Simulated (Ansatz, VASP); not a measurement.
## Two plane-wave programs on N

INCAR

```
PREC = Accurate
ENCUT = 520
EDIFF = 1E-7
ISMEAR = 0
SIGMA = 0.05
LREAL = False
LASPH = True
NELM = 150
ALGO = Normal
ISIF = 2
LWAVE = False
LCHARG = True
ISPIN = 2
MAGMOM = 3.18 3.18
LORBIT = 11
LELF = True
LVHAR = True
NBANDS = 16
```

File KPOINTS:

```
Automatic mesh
0
Gamma
  12 12 6
```

POSCAR

```
N
1.0
    3.7378716991      0.0000000000      0.0000000000
   -1.8689358496      3.2370918475      0.0000000000
    0.0000000000      0.0000000000      5.8900000000
N
2
Direct
    0.3333333333      0.6666666667      0.2500000000
    0.6666666667      0.3333333333      0.7500000000
```

Input for Ansatz:

```yaml
crystal:
  lattice:
    - [3.7378716991, 0.0, 0.0]
    - [-1.8689358496, 3.2370918475, 0.0]
    - [0.0, 0.0, 5.89]
  atoms:
    - { symbol: "N", position: [0.3333333333, 0.6666666667, 0.25], spin: 3.18 }
    - { symbol: "N", position: [0.6666666667, 0.3333333333, 0.75], spin: 3.18 }
basis:
  ecutwfc: 420
kpoints:
  mp_grid: { grid: [12, 12, 6] }
hamiltonian:
  xc: lda
scf:
  occupations: { method: gaussian, width: 0.05 }
output:
  forces: true
  stress: true
  eigenvalues: true
  populations: true
magnetization:
  spin_polarized: true
```

Change from the starting cell: strain +0.030 along x and y, +0.000 along z, atoms carried along.

Alike in both runs: task single point; functional LDA; k mesh 12 × 12 × 6; occupations gaussian, width 0.05 eV; collinear spin.

|  | VASP | Ansatz |
| --- | --- | --- |
| version | VASP 6.6.1 | Ansatz 0.2.0 |
| potentials or method | VASP PAW LDA potentials, release 64 (N), cutoff 520 eV | scalar-relativistic, plane waves, PAW |
| valence electrons in the cell | 10 | 10 |

Ansatz gave:

```
gap on the k mesh at the Fermi level (eV)                     : 2.37
least direct gap on the mesh (eV)                             : 2.37
pressure (GPa)                                                : -0.3
net moment per atom (μB)                                      : 3.00
size of the moment on the site where the two differ most (μB) : 2.90
```

Problem. What did VASP give for the same quantities?

Solution. gap on the k mesh at the Fermi level (eV): 2.24; least direct gap on the mesh (eV): 2.24; pressure (GPa): -0.4; net moment per atom (μB): 3.00; size of the moment on the site where the two differ most (μB): 1.92.

LDA's correlation is that of Perdew and Zunger in VASP and of Perdew and Wang (1992) in Ansatz. Site moments also hang on the region over which each program counts them.
